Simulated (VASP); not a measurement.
The system is C.

```
CELL_PARAMETERS angstrom
0.00000 1.82110 1.82110
1.82110 0.00000 1.82110
1.82110 1.82110 0.00000
ATOMIC_POSITIONS crystal
C 0.00000 0.00000 0.00000
C 0.25000 0.25000 0.25000
```

Base run:

| Item | Value |
| --- | --- |
| Program | VASP 6.6.1 |
| Functional | PBE |
| Potentials or basis | VASP PAW PBE potentials, release 64 (C) |
| Cutoff | 600 eV |
| k mesh | 26 × 26 × 26 |
| Occupations | fermi-dirac, width 0.0612256 eV |
| Spin | no spin polarisation |

Its results: band gap on the k mesh 4.00 eV, indirect (least direct gap 5.42 eV); pressure -22.9 GPa.

Question: The run is repeated on the same cell with these changes: cutoff from 600 eV to 520 eV; k mesh from 26 × 26 × 26 to 18 × 18 × 18. What comes out?

Answer: Band gap on the k mesh 4.01 eV, indirect (least direct gap 5.42 eV); pressure -22.3 GPa.

A k mesh can miss the band edges.
